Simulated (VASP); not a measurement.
# Ge (Fddd) in VASP: single point with PBEsol

Aim: the single point of Ge with PBEsol.

Program: VASP 6.6.1. These are calculated values, not measurements. Logs are shortened: lines on timing, memory, paths and dates and some standing lists are left out, and cuts for length are marked.

## 1. The cell of the first run

It takes space group Fddd (No. 70, orthorhombic). Conventional cell: a = 5.587 Å, b = 5.658 Å, c = 5.728 Å, α = 90.00°, β = 90.00°, γ = 90.00°. Ge (site symmetry 222) has 4 Ge at 2.45 Å within 3.2 Å.

## 2. Single point, PBEsol (strain +0.0125 x Voigt [1, -1, 0, 0, 0, 0])

File INCAR:

```
SYSTEM = Ge
PREC = Accurate
ENCUT = 520
EDIFF = 1E-6
ISMEAR = 0
SIGMA = 0.15
LREAL = .FALSE.
LASPH = .TRUE.
NELM = 100
ALGO = Normal
ISIF = 2
LWAVE = .FALSE.
LCHARG = .TRUE.
GGA = PS
LELF = .TRUE.
LVHAR = .TRUE.
NBANDS = 21
```

File KPOINTS:

```
regular mesh
0
G
  14 14 14
  0 0 0
```

File POSCAR:

```
Ge
1.0
    0.0000000000      2.7934103750      2.8287700000
    2.8641296250      0.0000000000      2.8287700000
    2.8641296250      2.7934103750      0.0000000000
Ge
2
Direct
    0.5000000000      0.5000000000      0.5000000000
    0.7500000000      0.7500000000      0.7500000000
```

Potentials or basis: VASP PAW PBE potentials, release 64 (Ge_d).

Command:

```
cat potpaw_PBE.64/Ge_d/POTCAR > POTCAR
mpirun -np 1 vasp_std > vasp.out
```

OUTCAR:

```text
SYSTEM = Ge
   PREC = Accurate
   ENCUT = 520
   EDIFF = 1E-6
   ISMEAR = 0
   LREAL = .FALSE.
   LASPH = .TRUE.
   NELM = 100
   ISIF = 2
   GGA = PS

 ion  position               nearest neighbor table
   1  0.500  0.500  0.500-   2 2.45   2 2.45   2 2.45   2 2.45
   2  0.750  0.750  0.750-   1 2.45   1 2.45   1 2.45   1 2.45

  LATTYP: Found a face centered orthorhombic cell.
 ALAT       =     5.5868207500
 B/A-ratio  =     1.0126582278
 C/A-ratio  =     1.0253164557

  Lattice vectors:

 A1 = (  -2.8641296250,   0.0000000000,  -2.8287700000)
 A2 = (  -2.8641296250,   2.7934103750,   0.0000000000)
 A3 = (   0.0000000000,   2.7934103750,  -2.8287700000)

Analysis of symmetry for initial positions (statically):
=====================================================================
 Subroutine PRICEL returns:
 Original cell was already a primitive cell.

 Routine SETGRP: Setting up the symmetry group for a
 face centered orthorhombic supercell.

 Subroutine GETGRP returns: Found  8 space group operations
 (whereof  4 operations were pure point group operations)
 out of a pool of  8 trial point group operations.

The static configuration has the point symmetry D_2 .
 The point group associated with its full space group is D_2h.

Analysis of symmetry for dynamics (positions and initial velocities):
=====================================================================
 Subroutine PRICEL returns:
 Original cell was already a primitive cell.

 Routine SETGRP: Setting up the symmetry group for a
 face centered orthorhombic supercell.

 Subroutine GETGRP returns: Found  8 space group operations
 (whereof  4 operations were pure point group operations)
 out of a pool of  8 trial point group operations.

The dynamic configuration has the point symmetry D_2 .
 The point group associated with its full space group is D_2h.

 Subroutine INISYM returns: Found  8 space group operations
 (whereof  4 operations are pure point group operations),
 and found     1 'primitive' translations

----------------------------------------------------------------------------------------

                                     Primitive cell

  volume of cell :      45.2642

  direct lattice vectors                    reciprocal lattice vectors
     0.000000000  2.793410375  2.828770000    -0.174573104  0.178992677  0.176755268
     2.864129625  0.000000000  2.828770000     0.174573104 -0.178992677  0.176755268
     2.864129625  2.793410375  0.000000000     0.174573104  0.178992677 -0.176755268

[... 82 lines left out ...]
   NELM   =    100;   NELMIN=  2; NELMDL= -5     # of ELM steps
   EDIFF  = 0.1E-05   stopping-criterion for ELM
   LREAL  =      F    real-space projection
   EDIFFG = 0.1E-04   stopping-criterion for IOM
   NSW    =      0    number of steps for IOM
   IBRION =     -1    ionic relax: 0-MD 1-quasi-New 2-CG
   NFREE  =      0    steps in history (QN), initial steepest desc. (CG)
   ISIF   =      2    stress and relaxation
   ISYM   =      2    0-nonsym 1-usesym 2-fastsym
   POTIM  = 0.5000    time-step for ionic-motion
   TEBEG  =    0.0;   TEEND  =   0.0 temperature during run
   PSTRESS=    0.0 pullay stress
   NELECT =      28.0000    total number of electrons
   NUPDOWN=      -1.0000    fix difference up-down
   EMIN   =  10.00;   EMAX   =-10.00  energy-range for DOS
   EFERMI =   0.00;   METHOD = LEGACY
   ISMEAR =     0;   SIGMA  =   0.15  broadening in eV -4-tet -1-fermi 0-gaus
   EFERMI_NEDOS =   21; number of points for ismear=-14 and -15
   IALGO  =     38    algorithm
   IMIX   =      4    mixing-type and parameters
     AMIX     =   0.40;   BMIX     =  1.00
     AMIX_MAG =   1.60;   BMIX_MAG =  1.00
  volume/ion in A,a.u.               =      22.63       152.73
  Fermi-wavevector in a.u.,A,eV,Ry     =   1.394898  2.635975 26.473411  1.945741
  Thomas-Fermi vector in A             =   2.518402
   LORBIT       =      0    0 simple, 1 ext, 2 COOP (PROOUT), +10 PAW based schemes
   GGA     = PS    functional components
   LHFCALC =     F    Hartree Fock is set to
   AEXX    =    0.0000 exact exchange contribution
   IVDW    =     0    specifies the selected vdW correction
   LEPSILON=     F    determine dielectric tensor
   LRPA    =     F    only Hartree local field effects (RPA)
 non-spin polarized calculation
 Gauss-broadening in eV      SIGMA  =   0.15
  energy-cutoff  :      520.00
  volume of cell :       45.26
 maximum number of plane-waves:      1244
 NGX is ok and might be reduce to    30
   NGX = 15   NGY = 15   NGZ = 15

 number of electron      28.0000025 magnetization

 Free energy of the ion-electron system (eV)
  ---------------------------------------------------
  ext. energy  EPLUGINS =         0.00000000
  ---------------------------------------------------
  free energy    TOTEN  =        -9.87079483 eV

  energy without entropy =       -9.87015453  energy(sigma->0) =       -9.87047468

 E-fermi :   4.9139     XC(G=0): -10.1310

 val. band max:        4.8663581141   @ k =   0.0000   0.0000   0.0000
 cond. band min:       4.9597504625   @ k =   0.0000   0.0000   0.0000
 fundamental gap:      0.0933923484
 Fermi energy:         4.9139259486

 k-point     1 :       0.0000    0.0000    0.0000
  band No.  band energies     occupation
      1     -19.9013      2.00000
      2     -19.8981      2.00000
      3     -19.8951      2.00000
      4     -19.8625      2.00000
      5     -19.8605      2.00000
      6     -19.6548      2.00000
[... 565 lines left out ...]
     20      14.0391      0.00000
     21      14.6364      0.00000

 [... further k-points ...]

------------------------ aborting loop because EDIFF is reached ----------------------------------------

  FORCE on cell =-STRESS in cart. coord.  units (eV):
  Direction    XX          YY          ZZ          XY          YZ          ZX
  --------------------------------------------------------------------------------------
  -------------------------------------------------------------------------------------
  Total       -0.1819955      0.3195299      0.0831839      0.0000000      0.0000000      0.0000000
  in kB       -6.4419324     11.3101172      2.9443854      0.0000000      0.0000000      0.0000000
  external PRESSURE =       2.6041901 kB  Pullay stress =       0.0000000 kB

 VOLUME and BASIS-vectors are now :
 -----------------------------------------------------------------------------
  energy-cutoff  :      520.00
  volume of cell :       45.26
      direct lattice vectors                 reciprocal lattice vectors
     0.000000000  2.793410375  2.828770000    -0.174573104  0.178992677  0.176755268
     2.864129625  0.000000000  2.828770000     0.174573104 -0.178992677  0.176755268
     2.864129625  2.793410375  0.000000000     0.174573104  0.178992677 -0.176755268

 POSITION                                       TOTAL-FORCE (eV/Angst)
 -----------------------------------------------------------------------------------
      2.86413      2.79341      2.82877         0.000000      0.000000      0.000000
      4.29619      4.19012      4.24315        -0.000000     -0.000000     -0.000000
 -----------------------------------------------------------------------------------
    total drift:                                0.000000     -0.000000      0.000000

  FREE ENERGIE OF THE ION-ELECTRON SYSTEM (eV)
  ---------------------------------------------------
  free  energy   TOTEN  =        -9.8707948254 eV

  energy  without entropy=       -9.8701545254  energy(sigma->0) =       -9.87047468
```

stdout:

```text
POSCAR found type information on POSCAR Ge
 POSCAR found :  1 types and       2 ions
 scaLAPACK will be used
 -----------------------------------------------------------------------------
|                                                                             |
|                                                                             |
|     You enforced a specific xc type in the INCAR file but a different       |
|     I HOPE YOU KNOW WHAT YOU ARE DOING!                                     |
|                                                                             |
 -----------------------------------------------------------------------------

 LDA part: xc-table for (Slater+PW92), standard interpolation
 POSCAR, INCAR and KPOINTS ok, starting setup
 FFT: planning ... GRIDC
 FFT: planning ... GRID_SOFT
 FFT: planning ... GRID
 WAVECAR not read
 entering main loop
```

Wall time 7.8 min (1 thread of Intel Xeon 8259CL, shared host); peak memory 0.42 GiB.

Results:

```
Free energy            : -9.8708 eV
Pressure               : 0.3 GPa
Band gap on the k mesh : 0.09 eV, direct
```

Caveat: the cell differs from its parent crystal (strain +0.0125 x Voigt [1, -1, 0, 0, 0, 0]); the PAW data sets were made with another functional, which shifts forces and pressure a little. A k mesh can miss the band edges.
